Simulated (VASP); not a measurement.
Input of a VASP 6.6.1 run:

File INCAR:

```
PREC = Accurate
ENCUT = 500
EDIFF = 1E-8
ISMEAR = 0
SIGMA = 0.01
LREAL = F
LASPH = T
NELM = 120
ALGO = Normal
ISIF = 2
LWAVE = F
LCHARG = F
GGA = PS
NBANDS = 15
IBRION = 8
NSW = 1
GGA_COMPAT = F
```

File KPOINTS:

```
regular mesh
0
Gamma
  6 6 6
```

Contents of POSCAR:

```
CsBr
1.0
    4.2401722903      0.0000000000      0.0000000000
    0.0000000000      4.2401722903      0.0000000000
    0.0000000000      0.0000000000      4.2401722903
Cs Br
1 1
Direct
    0.0000000000      0.0000000000      0.0000000000
    0.5000000000      0.5000000000      0.5000000000
```

Potentials or basis: VASP PAW PBE potentials, release 64 (Cs_sv, Br).

Run with:

```sh
$ cat potpaw_PBE.64/Cs_sv/POTCAR potpaw_PBE.64/Br/POTCAR > POTCAR
$ mpirun -np 1 vasp_std > vasp.out
```

Question: Predict the highest phonon frequency at Γ, LO-TO splitting left out.

Answer: 70 cm⁻¹.

Phonon frequencies in cm⁻¹ (negative: imaginary):
| q point | frequencies |
| --- | --- |
| (0.000, 0.000, 0.000) | 0 0 0 70 70 70 |
